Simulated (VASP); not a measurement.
# RbBr (P6_3/mmc) in VASP: further runs, part 2 of 2

VASP 6.6.1. Earlier steps stand in the parts before.

**3. Single point, r2SCAN (volume changed by -3%)**

The input, POSCAR:

```
RbBr
1.0
    4.7228925010      0.0000000000      0.0000000000
   -2.3614462505      4.0901448852      0.0000000000
    0.0000000000      0.0000000000      8.3251971839
Rb Br
2 2
Direct
    0.0000000000      0.0000000000      0.0000000000
    0.0000000000      0.0000000000      0.5000000000
    0.3333333333      0.6666666667      0.2500000000
    0.6666666667      0.3333333333      0.7500000000
```

The input, INCAR.step1:

```
SYSTEM = RbBr
PREC     = Accurate       ! precision mode
ENCUT    = 520            ! plane-wave cutoff, eV
ISMEAR   = 0              ! smearing method
SIGMA    = 0.01           ! smearing width, eV
LREAL    = .FALSE.        ! projectors in reciprocal space
LASPH    = .TRUE.         ! aspherical terms in the spheres
NELM     = 60             ! most SCF steps
NBANDS   = 24             ! bands
GGA      = PE             ! functional
ALGO     = Normal         ! electronic algorithm
EDIFF    = 1E-4           ! SCF threshold, eV
LWAVE    = .TRUE.         ! write WAVECAR
LCHARG   = .FALSE.        ! write CHGCAR
```

The input, INCAR.step2:

```
SYSTEM = RbBr
PREC     = Accurate       ! precision mode
ENCUT    = 520            ! plane-wave cutoff, eV
EDIFF    = 1E-6           ! SCF threshold, eV
ISMEAR   = 0              ! smearing method
SIGMA    = 0.01           ! smearing width, eV
LREAL    = .FALSE.        ! projectors in reciprocal space
LASPH    = .TRUE.         ! aspherical terms in the spheres
NELM     = 60             ! most SCF steps
ALGO     = Normal         ! electronic algorithm
ISIF     = 2              ! what is computed and relaxed
LWAVE    = .FALSE.        ! write WAVECAR
LCHARG   = .FALSE.        ! write CHGCAR
METAGGA  = R2SCAN         ! meta-GGA
LMIXTAU  = .TRUE.       
NBANDS   = 24             ! bands
ISTART   = 1
```

The input, KPOINTS:

```
Automatic mesh
0
G
  6 6 4
  0 0 0
```

Potentials or basis: VASP PAW PBE potentials, release 64 (Rb_sv, Br).

On the command line:

```bash
$ cat potpaw_PBE.64/Rb_sv/POTCAR potpaw_PBE.64/Br/POTCAR > POTCAR
$ cp INCAR.step1 INCAR
$ mpirun -np 1 vasp_std > vasp.out
$ cp INCAR.step2 INCAR
$ mpirun -np 1 vasp_std > vasp.out
```

OUTCAR:

```text
SYSTEM = RbBr
   PREC = Accurate
   ENCUT = 520
   EDIFF = 1E-6
   ISMEAR = 0
   LREAL = .FALSE.
   LASPH = .TRUE.
   NELM = 60
   ISIF = 2
   METAGGA = R2SCAN
   ISTART = 1

 ion  position               nearest neighbor table
   1  0.000  0.000  0.000-   3 3.43   4 3.43   3 3.43   4 3.43   4 3.43   3 3.43   2 4.16   2 4.16

   2  0.000  0.000  0.500-   3 3.43   4 3.43   3 3.43   4 3.43   4 3.43   3 3.43   1 4.16   1 4.16

   3  0.333  0.667  0.250-   1 3.43   2 3.43   1 3.43   2 3.43   1 3.43   2 3.43
   4  0.667  0.333  0.750-   1 3.43   2 3.43   1 3.43   2 3.43   1 3.43   2 3.43

  LATTYP: Found a hexagonal cell.
 ALAT       =     4.7228925010
 C/A-ratio  =     1.7627327283

  Lattice vectors:

 A1 = (   4.7228925010,   0.0000000000,   0.0000000000)
 A2 = (  -2.3614462505,   4.0901448852,   0.0000000000)
 A3 = (   0.0000000000,   0.0000000000,   8.3251971839)

Analysis of symmetry for initial positions (statically):
=====================================================================
 Subroutine PRICEL returns:
 Original cell was already a primitive cell.

 Routine SETGRP: Setting up the symmetry group for a
 hexagonal supercell.

 Subroutine GETGRP returns: Found 24 space group operations
 (whereof 12 operations were pure point group operations)
 out of a pool of 24 trial point group operations.

The static configuration has the point symmetry D_3d.
 The point group associated with its full space group is D_6h.

Analysis of symmetry for dynamics (positions and initial velocities):
=====================================================================
 Subroutine PRICEL returns:
 Original cell was already a primitive cell.

 Routine SETGRP: Setting up the symmetry group for a
 hexagonal supercell.

 Subroutine GETGRP returns: Found 24 space group operations
 (whereof 12 operations were pure point group operations)
 out of a pool of 24 trial point group operations.

The dynamic configuration has the point symmetry D_3d.
 The point group associated with its full space group is D_6h.

 Subroutine INISYM returns: Found 24 space group operations
 (whereof 12 operations are pure point group operations),
 and found     1 'primitive' translations

----------------------------------------------------------------------------------------

                                     Primitive cell

  volume of cell :     160.8205

  direct lattice vectors                    reciprocal lattice vectors
     4.722892501  0.000000000  0.000000000     0.211734652  0.122245058  0.000000000
    -2.361446250  4.090144885  0.000000000     0.000000000  0.244490117  0.000000000
     0.000000000  0.000000000  8.325197184     0.000000000  0.000000000  0.120117275

  length of vectors
     4.722892501  4.722892501  8.325197184     0.244490117  0.244490117  0.120117275

  position of ions in fractional coordinates (direct lattice)
     0.000000000  0.000000000  0.000000000
     0.000000000  0.000000000  0.500000000
     0.333333333  0.666666667  0.250000000
     0.666666667  0.333333333  0.750000000

  ion indices of the primitive-cell ions
   primitive index   ion index
                 1           1
                 2           2
                 3           3
                 4           4

[... 24 lines left out ...]
 Found     21 irreducible k-points:

 Following reciprocal coordinates:
            Coordinates               Weight
  0.000000  0.000000  0.000000      1.000000
  0.166667  0.000000  0.000000      6.000000
  0.333333  0.000000  0.000000      6.000000
  0.500000  0.000000  0.000000      3.000000
  0.166667  0.166667  0.000000      6.000000
  0.333333  0.166667  0.000000     12.000000
[... 13 lines left out ...]
  0.333333  0.166667  0.500000     12.000000
  0.333333  0.333333  0.500000      2.000000
   k-points           NKPTS =     21   k-points in BZ     NKDIM =     21   number of bands    NBANDS=     24
   number of dos      NEDOS =    301   number of ions     NIONS =      4
   total plane-waves  NPLWV =  82944
   dimension x,y,z NGX =    36 NGY =   36 NGZ =   64
   dimension x,y,z NGXF=    72 NGYF=   72 NGZF=  128
   ions per type =               2   2
   NGX,Y,Z   is equivalent  to a cutoff of  12.67, 12.67, 12.78 a.u.
   NGXF,Y,Z  is equivalent  to a cutoff of  25.34, 25.34, 25.56 a.u.
 SYSTEM =  RbBr
   PREC   = accura    normal or accurate (medium, high low for compatibility)
   ISTART =      1    job   : 0-new  1-cont  2-samecut
   ICHARG =      0    charge: 1-file 2-atom 10-const
   ISPIN  =      1    spin polarized calculation?
   LNONCOLLINEAR =      F non collinear calculations
   LSORBIT =      F    spin-orbit coupling
   LASPH  =      T    aspherical Exc in radial PAW
   ENCUT  =  520.0 eV  38.22 Ry    6.18 a.u.   8.78  8.78 15.48*2*pi/ulx,y,z
   NELM   =     60;   NELMIN=  2; NELMDL=  0     # of ELM steps
   EDIFF  = 0.1E-05   stopping-criterion for ELM
   LREAL  =      F    real-space projection
   EDIFFG = 0.1E-04   stopping-criterion for IOM
   NSW    =      0    number of steps for IOM
   IBRION =     -1    ionic relax: 0-MD 1-quasi-New 2-CG
   NFREE  =      0    steps in history (QN), initial steepest desc. (CG)
   ISIF   =      2    stress and relaxation
   ISYM   =      2    0-nonsym 1-usesym 2-fastsym
   POTIM  = 0.5000    time-step for ionic-motion
   TEBEG  =    0.0;   TEEND  =   0.0 temperature during run
   PSTRESS=    0.0 pullay stress
   NELECT =      32.0000    total number of electrons
   NUPDOWN=      -1.0000    fix difference up-down
   EMIN   =  10.00;   EMAX   =-10.00  energy-range for DOS
   EFERMI =   0.00;   METHOD = LEGACY
   ISMEAR =     0;   SIGMA  =   0.01  broadening in eV -4-tet -1-fermi 0-gaus
   EFERMI_NEDOS =   21; number of points for ismear=-14 and -15
   IALGO  =     38    algorithm
   IMIX   =      4    mixing-type and parameters
     AMIX     =   0.40;   BMIX     =  1.00
     AMIX_MAG =   1.60;   BMIX_MAG =  1.00
  volume/ion in A,a.u.               =      40.21       271.32
  Fermi-wavevector in a.u.,A,eV,Ry     =   0.955750  1.806106 12.428357  0.913458
  Thomas-Fermi vector in A             =   2.084616
   LORBIT       =      0    0 simple, 1 ext, 2 COOP (PROOUT), +10 PAW based schemes
   METAGGA = R2SCAN    functional components
   LHFCALC =     F    Hartree Fock is set to
   AEXX    =    0.0000 exact exchange contribution
   IVDW    =     0    specifies the selected vdW correction
   LEPSILON=     F    determine dielectric tensor
   LRPA    =     F    only Hartree local field effects (RPA)
 non-spin polarized calculation
 Gauss-broadening in eV      SIGMA  =   0.01
  energy-cutoff  :      520.00
  volume of cell :      160.82
 maximum number of plane-waves:      4362
 NGX is ok and might be reduce to    36
   NGX = 17   NGY = 17   NGZ = 31

 number of electron      32.0000005 magnetization

 Free energy of the ion-electron system (eV)
  ---------------------------------------------------
  ext. energy  EPLUGINS =         0.00000000
  ---------------------------------------------------
  free energy    TOTEN  =       -62.20332767 eV

  energy without entropy =      -62.20332767  energy(sigma->0) =      -62.20332767

 E-fermi :  -2.0155     XC(G=0):  -7.6310

 val. band max:       -2.0874296055   @ k =   0.0000   0.0000   0.0000
 cond. band min:       2.8328053113   @ k =   0.0000   0.0000   0.0000
 fundamental gap:      4.9202349168
 Fermi energy:        -2.0154902662

 k-point     1 :       0.0000    0.0000    0.0000
  band No.  band energies     occupation
      1     -27.4047      2.00000
      2     -27.3851      2.00000
      3     -14.8215      2.00000
      4     -14.7514      2.00000
      5     -10.9429      2.00000
      6     -10.9357      2.00000
[... 556 lines left out ...]
     23       7.4486      0.00000
     24       7.4486      0.00000

------------------------ aborting loop because EDIFF is reached ----------------------------------------

  FORCE on cell =-STRESS in cart. coord.  units (eV):
  Direction    XX          YY          ZZ          XY          YZ          ZX
  --------------------------------------------------------------------------------------
  -------------------------------------------------------------------------------------
  Total        0.4947691      0.4947691      0.5447444      0.0000000      0.0000000     -0.0000000
  in kB        4.9291485      4.9291485      5.4270277      0.0000000      0.0000000     -0.0000000
  external PRESSURE =       5.0951082 kB  Pullay stress =       0.0000000 kB

 VOLUME and BASIS-vectors are now :
 -----------------------------------------------------------------------------
  energy-cutoff  :      520.00
  volume of cell :      160.82
      direct lattice vectors                 reciprocal lattice vectors
     4.722892501  0.000000000  0.000000000     0.211734652  0.122245058  0.000000000
    -2.361446250  4.090144885  0.000000000     0.000000000  0.244490117  0.000000000
     0.000000000  0.000000000  8.325197184     0.000000000  0.000000000  0.120117275

 POSITION                                       TOTAL-FORCE (eV/Angst)
 -----------------------------------------------------------------------------------
      0.00000      0.00000      0.00000         0.000000      0.000000     -0.000000
      0.00000      0.00000      4.16260         0.000000      0.000000     -0.000000
     -0.00000      2.72676      2.08130        -0.000000      0.000000      0.000000
      2.36145      1.36338      6.24390         0.000000     -0.000000      0.000000
 -----------------------------------------------------------------------------------
    total drift:                               -0.000000      0.000000     -0.000000

  FREE ENERGIE OF THE ION-ELECTRON SYSTEM (eV)
  ---------------------------------------------------
  free  energy   TOTEN  =       -62.2033276748 eV

  energy  without entropy=      -62.2033276748  energy(sigma->0) =      -62.20332767
```

Run time: 3.3 min. Hardware: 1 thread of Intel Xeon Platinum 8375C at 2.90GHz (Ice Lake), shared host; peak memory 0.34 GiB.

Results:

```
Free energy            : -62.2033 eV
Pressure               : 0.5 GPa
Band gap on the k mesh : 4.92 eV, direct
```

Levels at points of the mesh, in eV from the valence-band top:
```
           k point  band 14  band 15  band 16  band 17  band 18  band 19
(0.00, 0.00, 0.00)    -0.13     0.00     0.00     4.92     6.84     7.26
(0.50, 0.00, 0.00)    -0.36    -0.33    -0.16     6.33     7.36     7.54
(0.00, 0.00, 0.50)    -0.15    -0.15    -0.15     6.11     6.11     7.55
(0.50, 0.00, 0.50)    -0.39    -0.26    -0.26     6.95     6.95     7.55
```

Caveat: the PAW data sets were made with another functional, which shifts forces and pressure a little. A k mesh can miss the band edges.
